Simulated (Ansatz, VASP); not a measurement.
## MgCdF4 in VASP and in Ansatz

```
CELL_PARAMETERS angstrom
3.80013 0.00000 0.00000
-1.90007 3.29101 0.00000
0.00000 0.00000 5.58264
ATOMIC_POSITIONS crystal
Mg 0.00000 0.00000 0.50000
Cd 0.00000 0.00000 0.00000
F 0.33333 0.66667 0.74059
F 0.33333 0.66667 0.25941
F 0.66667 0.33333 0.74059
F 0.66667 0.33333 0.25941
```

Change from the starting cell: species swapped into the TiNbB4 type (P6/mmm, No. 191).

Alike in both runs: functional PBE; k mesh 6 × 6 × 4; occupations gaussian, width 0.1 eV; no spin polarisation.

Ansatz relaxed the structure, and its values are those at the end. VASP's run is a single point on that final structure, the one shown.

|  | VASP | Ansatz |
| --- | --- | --- |
| version | VASP 6.6.1 | Ansatz 0.2.0 |
| potentials or method | VASP PAW PBE potentials, release 64 (Mg, Cd, F), cutoff 520 eV | scalar-relativistic, plane waves, PAW |
| valence electrons in the cell | 42 | 58 |

```tsv
	VASP	Ansatz	Ansatz less VASP
gap on the k mesh at the Fermi level (eV)	none	none	-
pressure (GPa)	-0.1	0.2	+0.21
rms of the force components (eV/Å)	0.013	0.001	-0.0118
```

A gap of «none» marks a metal or a gap that the smearing closes. The functional is the same, so the differences come from potentials, cutoffs and numerics. VASP's potentials hold 42 valence electrons a cell and Ansatz's 58, so a difference there can come from the potentials and not from the codes.
